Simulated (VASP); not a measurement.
# AlNi3 (I4mm) in VASP: a series of runs

The runs below take AlNi3 through single point, with PBEsol.

All numbers are computed with VASP 6.6.1; they aren't measurements. Logs are shortened: lines on timing, memory, paths and dates and some standing lists are left out, and cuts for length are marked.

### 1 The cell of the first run

Symmetry: I4mm, No. 107, tetragonal system. Conventional cell: a = 3.958 Å, b = 3.958 Å, c = 5.597 Å, α = 90.00°, β = 90.00°, γ = 90.00°. Within 3.1 Å of Al (site symmetry 4mm) lie 14 Ni at 2.37 to 2.90 Å. Ni (site symmetry 2mm) has 4 Al at 2.37 to 2.48 Å and 10 Ni at 2.42 to 2.80 Å within 3.1 Å. Ni (site symmetry 4mm) has 8 Ni at 2.42 Å and 6 Al at 2.70 to 2.90 Å within 3.2 Å.

### 2 Single point, PBEsol (all Al atoms moved -0.100 Å, as atom 1 along Cartesian [1 0 0])

INCAR

```
  PREC = Accurate
  ENCUT = 520
  EDIFF = 1E-7
  ISMEAR = 0
  SIGMA = 0.15
  LREAL = F
  LASPH = T
  NELM = 60
  ALGO = Fast
  ISIF = 2
  LWAVE = F
  LCHARG = F
  GGA = PS
  NBANDS = 24
```

KPOINTS

```
Automatic mesh
0
Gamma
  14 14 14
```

POSCAR

```
AlNi3
1.0
    0.0000000000      2.7984078565      2.7984078565
    2.7984078565      0.0000000000      2.7984078565
    2.7984078565      2.7984078565      0.0000000000
Al Ni
1 3
Direct
    0.5178673026      0.4821326974      0.4821326974
    0.2500000000      0.2500000000      0.2500000000
    0.0000000000      0.0000000000      0.0000000000
    0.7500000000      0.7500000000      0.7500000000
```

Potentials or basis: VASP PAW PBE potentials, release 64 (Al, Ni).

Started as:

```
> cat potpaw_PBE.64/Al/POTCAR potpaw_PBE.64/Ni/POTCAR > POTCAR
> mpirun -np 1 vasp_std > vasp.out
```

OUTCAR:

```text
PREC = Accurate
   ENCUT = 520
   EDIFF = 1E-7
   ISMEAR = 0
   LREAL = F
   LASPH = T
   NELM = 60
   ISIF = 2
   GGA = PS

 ion  position               nearest neighbor table
   1  0.518  0.482  0.482-   2 2.37   2 2.37   4 2.37   4 2.37   4 2.48   4 2.48   2 2.48   2 2.48
                             3 2.70   3 2.80   3 2.80   3 2.80   3 2.80   3 2.90
   2  0.250  0.250  0.250-   1 2.37   1 2.37   3 2.42   3 2.42   3 2.42   3 2.42   1 2.48   1 2.48
                             4 2.80   4 2.80   4 2.80   4 2.80   4 2.80   4 2.80
   3  0.000  0.000  0.000-   4 2.42   4 2.42   4 2.42   2 2.42   4 2.42   2 2.42   2 2.42   2 2.42
                             1 2.70   1 2.80   1 2.80   1 2.80   1 2.80   1 2.90
   4  0.750  0.750  0.750-   1 2.37   1 2.37   3 2.42   3 2.42   3 2.42   3 2.42   1 2.48   1 2.48
                             2 2.80   2 2.80   2 2.80   2 2.80   2 2.80   2 2.80

  LATTYP: Found a face centered cubic cell.
 ALAT       =     5.5968157130

  Lattice vectors:

 A1 = (   0.0000000000,   2.7984078565,   2.7984078565)
 A2 = (   2.7984078565,   0.0000000000,   2.7984078565)
 A3 = (   2.7984078565,   2.7984078565,   0.0000000000)

Analysis of symmetry for initial positions (statically):
[... 5 lines left out ...]
 face centered cubic supercell.

 Subroutine GETGRP returns: Found  8 space group operations
 (whereof  8 operations were pure point group operations)
 out of a pool of 48 trial point group operations.

The static configuration has the point symmetry C_4v.

Analysis of symmetry for dynamics (positions and initial velocities):
[... 5 lines left out ...]
 face centered cubic supercell.

 Subroutine GETGRP returns: Found  8 space group operations
 (whereof  8 operations were pure point group operations)
 out of a pool of 48 trial point group operations.

The dynamic configuration has the point symmetry C_4v.

 Subroutine INISYM returns: Found  8 space group operations
 (whereof  8 operations are pure point group operations),
 and found     1 'primitive' translations

----------------------------------------------------------------------------------------

                                     Primitive cell

  volume of cell :      43.8291

  direct lattice vectors                    reciprocal lattice vectors
     0.000000000  2.798407856  2.798407856    -0.178673026  0.178673026  0.178673026
     2.798407856  0.000000000  2.798407856     0.178673026 -0.178673026  0.178673026
     2.798407856  2.798407856  0.000000000     0.178673026  0.178673026 -0.178673026

  length of vectors
     3.957546344  3.957546344  3.957546344     0.309470759  0.309470759  0.309470759

  position of ions in fractional coordinates (direct lattice)
     0.517867303  0.482132697  0.482132697
     0.250000000  0.250000000  0.250000000
     0.000000000  0.000000000  0.000000000
     0.750000000  0.750000000  0.750000000

  ion indices of the primitive-cell ions
   primitive index   ion index
                 1           1
                 2           2
                 3           3
                 4           4

----------------------------------------------------------------------------------------

 KPOINTS: Automatic mesh

Automatic generation of k-mesh.
 Grid dimensions read from file:
 generate k-points for:   14   14   14

 Generating k-lattice:

  Cartesian coordinates                     Fractional coordinates (reciprocal lattice)
    -0.012762359  0.012762359  0.012762359     0.071428571  0.000000000  0.000000000
     0.012762359 -0.012762359  0.012762359     0.000000000  0.071428571  0.000000000
     0.012762359  0.012762359 -0.012762359     0.000000000  0.000000000  0.071428571

  Length of vectors
     0.022105054  0.022105054  0.022105054

  Shift w.r.t. Gamma in fractional coordinates (k-lattice)
     0.000000000  0.000000000  0.000000000

 Subroutine IBZKPT returns following result:
 ===========================================

 Found    244 irreducible k-points:

 Following reciprocal coordinates:
            Coordinates               Weight
  0.000000  0.000000  0.000000      1.000000
  0.071429  0.000000  0.000000      8.000000
  0.142857  0.000000  0.000000      8.000000
  0.214286  0.000000  0.000000      8.000000
  0.285714  0.000000  0.000000      8.000000
  0.357143  0.000000  0.000000      8.000000
[... 16 lines left out ...]
 -0.428571  0.071429  0.000000     16.000000
  0.000000 -0.428571  0.071429      8.000000
 [... further k-points ...]
   k-points           NKPTS =    244   k-points in BZ     NKDIM =    244   number of bands    NBANDS=     24
   number of dos      NEDOS =    301   number of ions     NIONS =      4
   total plane-waves  NPLWV =  27000
   dimension x,y,z NGX =    30 NGY =   30 NGZ =   30
   dimension x,y,z NGXF=    60 NGYF=   60 NGZF=   60
   ions per type =               1   3
   NGX,Y,Z   is equivalent  to a cutoff of  12.60, 12.60, 12.60 a.u.
   NGXF,Y,Z  is equivalent  to a cutoff of  25.20, 25.20, 25.20 a.u.
 SYSTEM =  unknown system
   PREC   = accura    normal or accurate (medium, high low for compatibility)
   ISTART =      0    job   : 0-new  1-cont  2-samecut
   ICHARG =      2    charge: 1-file 2-atom 10-const
   ISPIN  =      1    spin polarized calculation?
   LNONCOLLINEAR =      F non collinear calculations
   LSORBIT =      F    spin-orbit coupling
   LASPH  =      T    aspherical Exc in radial PAW
   ENCUT  =  520.0 eV  38.22 Ry    6.18 a.u.   7.36  7.36  7.36*2*pi/ulx,y,z
   NELM   =     60;   NELMIN=  2; NELMDL= -5     # of ELM steps
   EDIFF  = 0.1E-06   stopping-criterion for ELM
   LREAL  =      F    real-space projection
   EDIFFG = 0.1E-05   stopping-criterion for IOM
   NSW    =      0    number of steps for IOM
   IBRION =     -1    ionic relax: 0-MD 1-quasi-New 2-CG
   NFREE  =      0    steps in history (QN), initial steepest desc. (CG)
   ISIF   =      2    stress and relaxation
   ISYM   =      2    0-nonsym 1-usesym 2-fastsym
   POTIM  = 0.5000    time-step for ionic-motion
   TEBEG  =    0.0;   TEEND  =   0.0 temperature during run
   PSTRESS=    0.0 pullay stress
   NELECT =      33.0000    total number of electrons
   NUPDOWN=      -1.0000    fix difference up-down
   EMIN   =  10.00;   EMAX   =-10.00  energy-range for DOS
   EFERMI =   0.00;   METHOD = LEGACY
   ISMEAR =     0;   SIGMA  =   0.15  broadening in eV -4-tet -1-fermi 0-gaus
   EFERMI_NEDOS =   21; number of points for ismear=-14 and -15
   IALGO  =     68    algorithm
   IMIX   =      4    mixing-type and parameters
     AMIX     =   0.40;   BMIX     =  1.00
     AMIX_MAG =   1.60;   BMIX_MAG =  1.00
  volume/ion in A,a.u.               =      10.96        73.94
  Fermi-wavevector in a.u.,A,eV,Ry     =   1.489333  2.814431 30.179255  2.218113
  Thomas-Fermi vector in A             =   2.602255
   LORBIT       =      0    0 simple, 1 ext, 2 COOP (PROOUT), +10 PAW based schemes
   GGA     = PS    functional components
   LHFCALC =     F    Hartree Fock is set to
   AEXX    =    0.0000 exact exchange contribution
   IVDW    =     0    specifies the selected vdW correction
   LEPSILON=     F    determine dielectric tensor
   LRPA    =     F    only Hartree local field effects (RPA)
 non-spin polarized calculation
 RMM-DIIS sequential band-by-band and
 Gauss-broadening in eV      SIGMA  =   0.15
  energy-cutoff  :      520.00
  volume of cell :       43.83
 maximum number of plane-waves:      1243
 NGX is ok and might be reduce to    30
   NGX = 15   NGY = 15   NGZ = 15

 number of electron      33.0000020 magnetization

 Free energy of the ion-electron system (eV)
  ---------------------------------------------------
  ext. energy  EPLUGINS =         0.00000000
  ---------------------------------------------------
  free energy    TOTEN  =       -24.03888783 eV

  energy without entropy =      -24.00790046  energy(sigma->0) =      -24.02339414

 E-fermi :   9.8522     XC(G=0): -12.9816

 val. band max:        9.8515930136   @ k =   0.0000  -0.4286   0.4286
 cond. band min:       9.8539529505   @ k =   0.2143  -0.2857   0.5000
 fundamental gap:      0.0023599369
 Fermi energy:         9.8521614531

 k-point     1 :       0.0000    0.0000    0.0000
  band No.  band energies     occupation
      1      -0.3798      2.00000
      2       6.1495      2.00000
      3       6.2178      2.00000
      4       6.3535      2.00000
      5       6.3535      2.00000
      6       6.4191      2.00000
[... 16 lines left out ...]
     23      17.1235      0.00000
     24      18.5361      0.00000

 k-point     2 :       0.0714    0.0000    0.0000
  band No.  band energies     occupation
      1      -0.3035      2.00000
      2       6.1312      2.00000
      3       6.1833      2.00000
      4       6.3221      2.00000
      5       6.4292      2.00000
      6       6.4686      2.00000
[... 16 lines left out ...]
     23      17.4733      0.00000
     24      18.3443      0.00000

 k-point     3 :       0.1429    0.0000    0.0000
  band No.  band energies     occupation
      1      -0.0762      2.00000
      2       6.0963      2.00000
      3       6.1544      2.00000
      4       6.2206      2.00000
      5       6.5759      2.00000
      6       6.5976      2.00000
[... 16 lines left out ...]
     23      17.8814      0.00000
     24      18.1747      0.00000

 k-point     4 :       0.2143    0.0000    0.0000
  band No.  band energies     occupation
      1       0.2973      2.00000
      2       5.9250      2.00000
      3       6.1606      2.00000
      4       6.1646      2.00000
      5       6.7468      2.00000
      6       6.7596      2.00000
[... 16 lines left out ...]
     23      18.0178      0.00000
     24      18.5787      0.00000

 k-point     5 :       0.2857    0.0000    0.0000
  band No.  band energies     occupation
      1       0.8086      2.00000
      2       5.4845      2.00000
      3       6.1954      2.00000
      4       6.1973      2.00000
      5       6.9142      2.00000
      6       6.9182      2.00000
[... 16 lines left out ...]
     23      18.0258      0.00000
     24      19.3813      0.00000

 k-point     6 :       0.3571    0.0000    0.0000
  band No.  band energies     occupation
      1       1.4430      2.00000
      2       4.7968      2.00000
      3       6.2479      2.00000
      4       6.2492      2.00000
      5       7.0000      2.00000
      6       7.0447      2.00000
[... 16 lines left out ...]
     23      18.0030      0.00000
     24      20.3674      0.00000
[... 379 lines left out ...]
 k-point    21 :       0.5000    0.0714    0.0000
  band No.  band energies     occupation
      1       2.6912      2.00000
      2       3.5270      2.00000
      3       6.2282      2.00000
      4       6.3539      2.00000
      5       6.9814      2.00000
      6       7.1184      2.00000
[... 16 lines left out ...]
     23      18.3739      0.00000
     24      21.1852      0.00000

 k-point    22 :       0.0000    0.5000    0.0714
  band No.  band energies     occupation
      1       2.6903      2.00000
      2       3.5278      2.00000
      3       6.2281      2.00000
      4       6.3536      2.00000
      5       6.9893      2.00000
      6       7.1173      2.00000
[... 16 lines left out ...]
     23      18.3742      0.00000
     24      21.1932      0.00000

 k-point    23 :      -0.4286    0.0714    0.0000
  band No.  band energies     occupation
      1       2.4702      2.00000
      2       3.7608      2.00000
      3       6.2544      2.00000
      4       6.3129      2.00000
      5       6.9652      2.00000
      6       7.1312      2.00000
[... 16 lines left out ...]
     23      18.3903      0.00000
     24      21.1674      0.00000

 k-point    24 :       0.0000   -0.4286    0.0714
  band No.  band energies     occupation
      1       2.4705      2.00000
      2       3.7603      2.00000
      3       6.2549      2.00000
      4       6.3128      2.00000
      5       6.9680      2.00000
      6       7.1328      2.00000
[... 16 lines left out ...]
     23      18.3914      0.00000
     24      21.1682      0.00000

 [... further k-points ...]
[... 5 lines left out ...]
  --------------------------------------------------------------------------------------
  -------------------------------------------------------------------------------------
  Total        0.1056744      0.2014658      0.2014658      0.0000000     -0.0000000      0.0000000
  in kB        3.8629330      7.3645937      7.3645937      0.0000000     -0.0000000      0.0000000
  external PRESSURE =       6.1973735 kB  Pullay stress =       0.0000000 kB

 VOLUME and BASIS-vectors are now :
 -----------------------------------------------------------------------------
  energy-cutoff  :      520.00
  volume of cell :       43.83
      direct lattice vectors                 reciprocal lattice vectors
     0.000000000  2.798407856  2.798407856    -0.178673026  0.178673026  0.178673026
     2.798407856  0.000000000  2.798407856     0.178673026 -0.178673026  0.178673026
     2.798407856  2.798407856  0.000000000     0.178673026  0.178673026 -0.178673026

 POSITION                                       TOTAL-FORCE (eV/Angst)
 -----------------------------------------------------------------------------------
      2.69841      2.79841      2.79841         0.929149      0.000000      0.000000
      1.39920      1.39920      1.39920        -0.385839      0.000000      0.000000
      0.00000      0.00000      0.00000        -0.157471      0.000000      0.000000
      4.19761      4.19761      4.19761        -0.385839      0.000000      0.000000
 -----------------------------------------------------------------------------------
    total drift:                               -0.000058     -0.000001     -0.000001

  FREE ENERGIE OF THE ION-ELECTRON SYSTEM (eV)
  ---------------------------------------------------
  free  energy   TOTEN  =       -24.0388878263 eV

  energy  without entropy=      -24.0079004575  energy(sigma->0) =      -24.02339414
```

Run time: 4.9 min. Hardware: 1 thread of Intel Xeon 6975P-C, shared host; peak memory 0.34 GiB.

Results:

| Property | Result |
| --- | --- |
| Free energy | -24.0389 eV |
| Pressure | 0.6 GPa |
| Largest force | 0.929 eV/Å |

Forces on the atoms (eV/Å):
```
Al   0.929  0.000  0.000
Ni  -0.386  0.000  0.000
Ni  -0.157  0.000  0.000
Ni  -0.386  0.000  0.000
```

Caveat: the cell differs from its parent crystal (all Al atoms moved -0.100 Å, as atom 1 along Cartesian [1 0 0]); the PAW data sets were made with another functional, which shifts forces and pressure a little.

(Continued in part 2 of 2.)
